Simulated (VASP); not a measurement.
A run of VASP 6.6.1:

The input INCAR:

```
ALGO = Normal
EDIFF = 1E-8
ENCUT = 520
ISIF = 2
ISMEAR = -1
LASPH = True
LCHARG = False
LEFG = True
LREAL = False
LWAVE = False
NBANDS = 13
NELM = 80
PREC = Accurate
SIGMA = 0.08
```

File KPOINTS:

```
k-points
0
Gamma
  14 14 14
```

File POSCAR:

```
O
1.0
    0.0000000000      1.8898850000      3.8988370000
    1.5017730000      0.0000000000      3.8988370000
    1.5017730000      1.8898850000      0.0000000000
O
2
Direct
    0.4210980000      0.4210980000      0.5789020000
    0.5789020000      0.5789020000      0.4210980000
```

Potentials or basis: VASP PAW LDA potentials, release 64 (O).

Launch:

```console
$ cat potpaw_LDA.64/O/POTCAR > POTCAR
$ mpirun -np 1 vasp_std > vasp.out
```

Hardware: 1 thread of Oxide Virtual Turin-like Processor, with other jobs on the host.

Q: Estimate the wall time of this run.

A: Wall time 75 s on 1 thread of Oxide Virtual Turin-like Processor, with other jobs on the host, peak memory 0.16 GiB. Counts: scf iterations 13, k points 428.
